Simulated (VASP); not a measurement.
Write the native input for VASP 6.6.1 that does the following.

- Task: single point
- Functional: PBE
- Potentials or basis: VASP PAW PBE potentials, release 64 (Ti_sv, O)
- Cutoff: 520 eV
- k mesh: 2 × 2 × 2
- Occupations: gaussian, width 0.05 eV
- Spin: no spin polarisation
- Dipole correction: no
- Further INCAR settings: LREAL = Auto; ALGO = Normal; EDIFF = 1e-07; NBANDS = 222

The structure of TiO2 lies in POSCAR:

```
TiO2
1.0
   -4.5150000000      5.4970000000      4.9390000000
    4.5150000000     -5.4970000000      4.9390000000
    4.5150000000      5.4970000000     -4.9390000000
Ti O
16 32
Direct
    0.2105000000      0.1250000000      0.0855000000
    0.7105000000      0.6250000000      0.0855000000
    0.7105000000      0.1250000000      0.5855000000
    0.2105000000      0.6250000000      0.5855000000
    0.0395000000      0.1250000000      0.4145000000
    0.5395000000      0.6250000000      0.4145000000
    0.5395000000      0.1250000000      0.9145000000
    0.0395000000      0.6250000000      0.9145000000
    0.7895000000      0.3750000000      0.4145000000
    0.2895000000      0.8750000000      0.4145000000
    0.2895000000      0.3750000000      0.9145000000
    0.7895000000      0.8750000000      0.9145000000
    0.9605000000      0.3750000000      0.0855000000
    0.4605000000      0.8750000000      0.0855000000
    0.4605000000      0.3750000000      0.5855000000
    0.9605000000      0.8750000000      0.5855000000
    0.3940000000      0.3490000000      0.3310000000
    0.8940000000      0.8490000000      0.3310000000
    0.8940000000      0.3490000000      0.8310000000
    0.3940000000      0.8490000000      0.8310000000
    0.0180000000      0.0630000000      0.1690000000
    0.5180000000      0.5630000000      0.1690000000
    0.5180000000      0.0630000000      0.6690000000
    0.0180000000      0.5630000000      0.6690000000
    0.8560000000      0.1870000000      0.4550000000
    0.3560000000      0.6870000000      0.4550000000
    0.3560000000      0.1870000000      0.9550000000
    0.8560000000      0.6870000000      0.9550000000
    0.7320000000      0.4010000000      0.0450000000
    0.2320000000      0.9010000000      0.0450000000
    0.2320000000      0.4010000000      0.5450000000
    0.7320000000      0.9010000000      0.5450000000
    0.6060000000      0.1510000000      0.1690000000
    0.1060000000      0.6510000000      0.1690000000
    0.1060000000      0.1510000000      0.6690000000
    0.6060000000      0.6510000000      0.6690000000
    0.9820000000      0.4370000000      0.3310000000
    0.4820000000      0.9370000000      0.3310000000
    0.4820000000      0.4370000000      0.8310000000
    0.9820000000      0.9370000000      0.8310000000
    0.1440000000      0.3130000000      0.0450000000
    0.6440000000      0.8130000000      0.0450000000
    0.6440000000      0.3130000000      0.5450000000
    0.1440000000      0.8130000000      0.5450000000
    0.2680000000      0.0990000000      0.4550000000
    0.7680000000      0.5990000000      0.4550000000
    0.7680000000      0.0990000000      0.9550000000
    0.2680000000      0.5990000000      0.9550000000
```

One way to write it, as run:

INCAR

```
SYSTEM = TiO2
ALGO = Normal
EDIFF = 1E-7
ENCUT = 520
GGA = PE
ISIF = 2
ISMEAR = 0
LASPH = .True.
LCHARG = .True.
LELF = .True.
LREAL = Auto
LVHAR = .True.
LWAVE = .False.
NBANDS = 222
NELM = 60
PREC = Accurate
SIGMA = 0.05
```

KPOINTS

```
k-points
0
Gamma
  2 2 2
  0 0 0
```

Potentials or basis: VASP PAW PBE potentials, release 64 (Ti_sv, O).

Run with:

```console
$ cat potpaw_PBE.64/Ti_sv/POTCAR potpaw_PBE.64/O/POTCAR > POTCAR
$ mpirun -np 1 vasp_std > vasp.out
```

Results of the run:

```yaml
Pressure: 7.4 GPa
Largest_force: 0.694 eV/Å
Band_gap_on_the_k_mesh: 2.45 eV
```

Caveat: the k points lie up to 0.45 Å⁻¹ apart.

It took 21 min on 1 thread of Intel(R) Xeon(R) Platinum 8488C (Sapphire Rapids), with other jobs on the host, peak memory 0.75 GiB.
